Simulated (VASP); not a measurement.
# Au in VASP: single point with PBEsol

Aim: the single point of Au with PBEsol.

Program: VASP 6.6.1. These are calculated values, not measurements. Logs are shortened: lines on timing, memory, paths and dates and some standing lists are left out, and cuts for length are marked.

## 1. The cell of the first run

The cell holds a wire with vacuum, 4 atoms: a = 11.700 Å, b = 9.300 Å, c = 5.196 Å, α = 90.00°, β = 90.00°, γ = 90.00°.

## 2. Single point, PBEsol, collinear spin, ferromagnetic start

File INCAR:

```
PREC     = Accurate       # precision mode
ENCUT    = 520            # plane-wave cutoff, eV
EDIFF    = 1E-6           # SCF threshold, eV
ISMEAR   = 0              # smearing method
SIGMA    = 0.05           # smearing width, eV
LREAL    = F              # projectors in reciprocal space
LASPH    = T              # aspherical terms in the spheres
NELM     = 150            # most SCF steps
ALGO     = Normal         # electronic algorithm
ISIF     = 2              # what is computed and relaxed
LWAVE    = F              # write WAVECAR
LCHARG   = T              # write CHGCAR
ISPIN    = 2              # spin polarisation
MAGMOM   = 0.5 0.5 0.5 0.5 # initial moments
LORBIT   = 11             # projections on sites
LMAXMIX  = 4              # l up to which the mixer works
GGA      = PS             # functional
LELF     = T              # ELF
LVHAR    = T            
NBANDS   = 34             # bands
```

File KPOINTS:

```
Automatic mesh
0
Gamma
  1 1 13
```

File POSCAR:

```
Au
1.0
   11.7000000000      0.0000000000      0.0000000000
    0.0000000000      9.3000000000      0.0000000000
    0.0000000000      0.0000000000      5.1957830847
Au
4
Direct
    0.3891026896      0.5000000000      0.0000000000
    0.3891026896      0.5000000000      0.5000000000
    0.6108973104      0.5000000000      0.0000000000
    0.6108973104      0.5000000000      0.5000000000
```

Potentials or basis: VASP PAW PBE potentials, release 64 (Au).

Run with:

```sh
cat potpaw_PBE.64/Au/POTCAR > POTCAR
mpirun -np 1 vasp_std > vasp.out
```

OUTCAR:

```text
PREC = Accurate
   ENCUT = 520
   EDIFF = 1E-6
   ISMEAR = 0
   LREAL = F
   LASPH = T
   NELM = 150
   ISIF = 2
   ISPIN = 2
   LORBIT = 11
   GGA = PS

 ion  position               nearest neighbor table
   1  0.389  0.500  0.000-   3 2.59   2 2.60   2 2.60
   2  0.389  0.500  0.500-   4 2.59   1 2.60   1 2.60
   3  0.611  0.500  0.000-   1 2.59   4 2.60   4 2.60
   4  0.611  0.500  0.500-   2 2.59   3 2.60   3 2.60

  LATTYP: Found a simple orthorhombic cell.
 ALAT       =     5.1957830847
 B/A-ratio  =     1.7899130600
 C/A-ratio  =     2.2518261077

  Lattice vectors:

 A1 = (   0.0000000000,   0.0000000000,  -5.1957830847)
 A2 = (   0.0000000000,   9.3000000000,   0.0000000000)
 A3 = (  11.7000000000,   0.0000000000,   0.0000000000)

Analysis of symmetry for initial positions (statically):
=====================================================================
 Subroutine PRICEL returns following result:

  LATTYP: Found a simple orthorhombic cell.
 ALAT       =     2.5978915424
 B/A-ratio  =     3.5798261199
 C/A-ratio  =     4.5036522154
[... 12 lines left out ...]
 Subroutine GETGRP returns: Found  8 space group operations
 (whereof  8 operations were pure point group operations)
 out of a pool of  8 trial point group operations.

The static configuration has the point symmetry D_2h.

Analysis of symmetry for dynamics (positions and initial velocities):
=====================================================================
 Subroutine PRICEL returns following result:

  LATTYP: Found a simple orthorhombic cell.
 ALAT       =     2.5978915424
 B/A-ratio  =     3.5798261199
 C/A-ratio  =     4.5036522154
[... 12 lines left out ...]
 Subroutine GETGRP returns: Found  8 space group operations
 (whereof  8 operations were pure point group operations)
 out of a pool of  8 trial point group operations.

The dynamic configuration has the point symmetry D_2h.

Analysis of structural, dynamic, and magnetic symmetry:
=====================================================================
 Subroutine PRICEL returns following result:

  LATTYP: Found a simple orthorhombic cell.
 ALAT       =     2.5978915424
 B/A-ratio  =     3.5798261199
 C/A-ratio  =     4.5036522154
[... 12 lines left out ...]
 Subroutine GETGRP returns: Found  8 space group operations
 (whereof  8 operations were pure point group operations)
 out of a pool of  8 trial point group operations.

The overall configuration has the point symmetry D_2h.

 Subroutine INISYM returns: Found  8 space group operations
 (whereof  8 operations are pure point group operations),
 and found     2 'primitive' translations

----------------------------------------------------------------------------------------

                                     Primitive cell

  volume of cell :     282.6766

  direct lattice vectors                    reciprocal lattice vectors
     0.000000000  0.000000000 -2.597891542     0.000000000  0.000000000 -0.384927540
     0.000000000  9.300000000  0.000000000     0.000000000  0.107526882  0.000000000
    11.700000000  0.000000000  0.000000000     0.085470085  0.000000000  0.000000000

  length of vectors
     2.597891542  9.300000000 11.700000000     0.384927540  0.107526882  0.085470085

  position of ions in fractional coordinates (direct lattice)
     0.000000000  0.500000000  0.389102690
     0.000000000  0.500000000  0.610897310

  ion indices of the primitive-cell ions
   primitive index   ion index
                 1           1
                 2           3

----------------------------------------------------------------------------------------

 KPOINTS: Automatic mesh

Automatic generation of k-mesh.
 Grid dimensions read from file:
 generate k-points for:    1    1   13

 Generating k-lattice:

  Cartesian coordinates                     Fractional coordinates (reciprocal lattice)
     0.085470085  0.000000000  0.000000000     1.000000000  0.000000000  0.000000000
     0.000000000  0.107526882  0.000000000     0.000000000  1.000000000  0.000000000
     0.000000000  0.000000000  0.014804905     0.000000000  0.000000000  0.076923077

  Length of vectors
     0.085470085  0.107526882  0.014804905

  Shift w.r.t. Gamma in fractional coordinates (k-lattice)
     0.000000000  0.000000000  0.000000000

 Subroutine IBZKPT returns following result:
 ===========================================

 Found      7 irreducible k-points:

 Following reciprocal coordinates:
            Coordinates               Weight
  0.000000  0.000000  0.000000      1.000000
  0.000000  0.000000  0.076923      2.000000
  0.000000  0.000000  0.153846      2.000000
  0.000000  0.000000  0.230769      2.000000
  0.000000  0.000000  0.307692      2.000000
  0.000000  0.000000  0.384615      2.000000
  0.000000  0.000000  0.461538      2.000000
   k-points           NKPTS =      7   k-points in BZ     NKDIM =      7   number of bands    NBANDS=     34
   number of dos      NEDOS =    301   number of ions     NIONS =      4
   total plane-waves  NPLWV = 252000
   dimension x,y,z NGX =    90 NGY =   70 NGZ =   40
   dimension x,y,z NGXF=   180 NGYF=  140 NGZF=   80
   ions per type =               4
   NGX,Y,Z   is equivalent  to a cutoff of  12.79, 12.51, 12.80 a.u.
   NGXF,Y,Z  is equivalent  to a cutoff of  25.58, 25.03, 25.60 a.u.
 SYSTEM =  unknown system
   PREC   = accura    normal or accurate (medium, high low for compatibility)
   ISTART =      0    job   : 0-new  1-cont  2-samecut
   ICHARG =      2    charge: 1-file 2-atom 10-const
   ISPIN  =      2    spin polarized calculation?
   LNONCOLLINEAR =      F non collinear calculations
   LSORBIT =      F    spin-orbit coupling
   LASPH  =      T    aspherical Exc in radial PAW
   ENCUT  =  520.0 eV  38.22 Ry    6.18 a.u.  21.75 17.29  9.66*2*pi/ulx,y,z
   NELM   =    150;   NELMIN=  2; NELMDL= -5     # of ELM steps
   EDIFF  = 0.1E-05   stopping-criterion for ELM
   LREAL  =      F    real-space projection
   EDIFFG = 0.1E-04   stopping-criterion for IOM
   NSW    =      0    number of steps for IOM
   IBRION =     -1    ionic relax: 0-MD 1-quasi-New 2-CG
   NFREE  =      0    steps in history (QN), initial steepest desc. (CG)
   ISIF   =      2    stress and relaxation
   ISYM   =      2    0-nonsym 1-usesym 2-fastsym
   POTIM  = 0.5000    time-step for ionic-motion
   TEBEG  =    0.0;   TEEND  =   0.0 temperature during run
   PSTRESS=    0.0 pullay stress
   NELECT =      44.0000    total number of electrons
   NUPDOWN=      -1.0000    fix difference up-down
   EMIN   =  10.00;   EMAX   =-10.00  energy-range for DOS
   EFERMI =   0.00;   METHOD = LEGACY
   ISMEAR =     0;   SIGMA  =   0.05  broadening in eV -4-tet -1-fermi 0-gaus
   EFERMI_NEDOS =   21; number of points for ismear=-14 and -15
   IALGO  =     38    algorithm
   IMIX   =      4    mixing-type and parameters
     AMIX     =   0.40;   BMIX     =  1.00
     AMIX_MAG =   1.60;   BMIX_MAG =  1.00
  volume/ion in A,a.u.               =     141.34       953.80
  Fermi-wavevector in a.u.,A,eV,Ry     =   0.698960  1.320843  6.647063  0.488545
  Thomas-Fermi vector in A             =   1.782708
   LORBIT       =     11    0 simple, 1 ext, 2 COOP (PROOUT), +10 PAW based schemes
   GGA     = PS    functional components
   LHFCALC =     F    Hartree Fock is set to
   AEXX    =    0.0000 exact exchange contribution
   IVDW    =     0    specifies the selected vdW correction
   LEPSILON=     F    determine dielectric tensor
   LRPA    =     F    only Hartree local field effects (RPA)
 spin polarized calculation
 Gauss-broadening in eV      SIGMA  =   0.05
  energy-cutoff  :      520.00
  volume of cell :      565.35
 maximum number of plane-waves:     15251
 NGX is ok and might be reduce to    90
   NGX = 43   NGY = 35   NGZ = 19

 number of electron      44.0000003 magnetization       0.0000082

 number of electron      44.0000003 magnetization      -0.0000084

 Free energy of the ion-electron system (eV)
  ---------------------------------------------------
  ext. energy  EPLUGINS =         0.00000000
  ---------------------------------------------------
  free energy    TOTEN  =       -10.02045232 eV

  energy without entropy =      -10.02004642  energy(sigma->0) =      -10.02024937

 E-fermi :  -3.9422     XC(G=0):  -2.8201

 val. band max:       -4.0297033555   @ k =   0.0000   0.0000   0.2308
 cond. band min:      -3.8546882669   @ k =   0.0000   0.0000   0.3077
 fundamental gap:      0.1750150887
 Fermi energy:        -3.9421928413

 spin component 1

 k-point     1 :       0.0000    0.0000    0.0000
  band No.  band energies     occupation
      1      -9.9856      1.00000
      2      -9.3989      1.00000
      3      -8.7013      1.00000
      4      -8.4330      1.00000
      5      -7.7231      1.00000
      6      -7.5677      1.00000
[... 248 lines left out ...]
     33       3.4687      0.00000
     34       3.5132      0.00000
 Fermi energy:        -3.9421928413

 spin component 2

 k-point     1 :       0.0000    0.0000    0.0000
  band No.  band energies     occupation
      1      -9.9856      1.00000
      2      -9.3989      1.00000
      3      -8.7013      1.00000
      4      -8.4330      1.00000
      5      -7.7231      1.00000
      6      -7.5677      1.00000
[... 248 lines left out ...]
     33       3.4689      0.00000
     34       3.5158      0.00000

------------------------ aborting loop because EDIFF is reached ----------------------------------------

  FORCE on cell =-STRESS in cart. coord.  units (eV):
  Direction    XX          YY          ZZ          XY          YZ          ZX
  --------------------------------------------------------------------------------------
  -------------------------------------------------------------------------------------
  Total       -0.0584745     -0.0769063     -0.1264256      0.0000000      0.0000000      0.0000000
  in kB       -0.1657133     -0.2179479     -0.3582825      0.0000000      0.0000000      0.0000000
  external PRESSURE =      -0.2473146 kB  Pullay stress =       0.0000000 kB

 VOLUME and BASIS-vectors are now :
 -----------------------------------------------------------------------------
  energy-cutoff  :      520.00
  volume of cell :      565.35
      direct lattice vectors                 reciprocal lattice vectors
    11.700000000  0.000000000  0.000000000     0.085470085  0.000000000  0.000000000
     0.000000000  9.300000000  0.000000000     0.000000000  0.107526882  0.000000000
     0.000000000  0.000000000  5.195783085     0.000000000  0.000000000  0.192463770

 POSITION                                       TOTAL-FORCE (eV/Angst)
 -----------------------------------------------------------------------------------
      4.55250      4.65000      0.00000         0.006985      0.000000     -0.000000
      4.55250      4.65000      2.59789         0.006985      0.000000      0.000000
      7.14750      4.65000      0.00000        -0.006985     -0.000000      0.000000
      7.14750      4.65000      2.59789        -0.006985     -0.000000     -0.000000
 -----------------------------------------------------------------------------------
    total drift:                               -0.000000     -0.000000      0.000000

  FREE ENERGIE OF THE ION-ELECTRON SYSTEM (eV)
  ---------------------------------------------------
  free  energy   TOTEN  =       -10.0204523194 eV

  energy  without entropy=      -10.0200464211  energy(sigma->0) =      -10.02024937

 total charge

# of ion       s       p       d       tot
------------------------------------------
    1        0.625   0.171   8.833   9.629
    2        0.625   0.171   8.833   9.629
    3        0.625   0.171   8.833   9.629
    4        0.625   0.171   8.833   9.629
--------------------------------------------------
tot          2.499   0.685  35.331  38.515

 magnetization (x)

# of ion       s       p       d       tot
------------------------------------------
    1       -0.000  -0.000   0.000   0.000
    2       -0.000  -0.000   0.000   0.000
    3       -0.000  -0.000   0.000   0.000
    4       -0.000  -0.000   0.000   0.000
--------------------------------------------------
tot         -0.000  -0.000   0.000   0.000
```

Wall time 3.5 min (1 thread of Intel Xeon 6975P-C (Granite Rapids), shared host); peak memory 0.8 GiB.

What came out:

```
Free energy                                           : -10.0205 eV
Largest force                                         : 0.007 eV/Å
Band gap on the k mesh                                : 0.17 eV
Net moment                                            : 0.00 μB per cell
Valence electrons inside the program's atomic spheres : Au 9.63
```

Forces on the atoms (eV/Å):
```
Au   0.007  0.000  0.000
Au   0.007  0.000  0.000
Au  -0.007  0.000  0.000
Au  -0.007  0.000  0.000
```

Caveat: the PAW data sets were made with another functional, which shifts forces and pressure a little; spin-orbit coupling is left out, which moves the levels of the heavy elements.
